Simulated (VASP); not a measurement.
# GdO: single point with r2SCAN

GdO:

```xyz
2
Lattice="0.0000 2.7530 2.7530 2.7530 0.0000 2.7530 2.7530 2.7530 0.0000" Properties=species:S:1:pos:R:3 pbc="T T T"
Gd    0.0000    0.0000    0.0000
O     1.3765    1.3765    1.3765
```

```json
{"Program": "VASP 6.6.1", "Task": "single point", "Functional": "r2SCAN", "Potentials or basis": "VASP PAW PBE potentials, release 64 (Gd, O)", "Cutoff": "520 eV", "k mesh": "9 × 9 × 9", "Occupations": "fermi-dirac, width 0.05 eV", "Spin": "collinear spin, ferromagnetic start", "Starting moments": "[7.0, 0.0] μB"}
```

```yaml
Pressure: -7.5 GPa
Net_moment: 7.93 μB per cell
Site_moments: Gd +6.98; O +0.03 μB
Valence_electrons_inside_the_program's_atomic_spheres: Gd 15.13; O 5.01
```

Levels at points of the mesh, in eV from the Fermi level:
Spin up:
```csv
k point,band 14,band 15,band 16,band 17,band 18,band 19
"(0.00, 0.00, 0.00)",-5.33,-5.33,-2.40,2.70,2.70,4.38
```
Spin down:
| k point | band 6 | band 7 | band 8 | band 9 | band 10 | band 11 |
| --- | --- | --- | --- | --- | --- | --- |
| (0.00, 0.00, 0.00) | -5.36 | -5.36 | -5.36 | -0.83 | 1.07 | 1.07 |

It took 3.8 min on 1 thread of Intel(R) Xeon(R) 6975P-C (Granite Rapids), on a shared host, peak memory 0.24 GiB.

Caveat: the cell stands under tension; the PAW data sets were made with another functional, which shifts forces and pressure a little; spin-orbit coupling is left out, which moves the levels of the heavy elements; a cell with one magnetic atom can't hold antiferromagnetic order, which such compounds often take; semilocal functionals describe open f shells poorly, which spoils levels, moments and volumes. With open d or f shells a metallic result of r2SCAN can be an artefact of self-interaction; +U or a hybrid may open a gap.
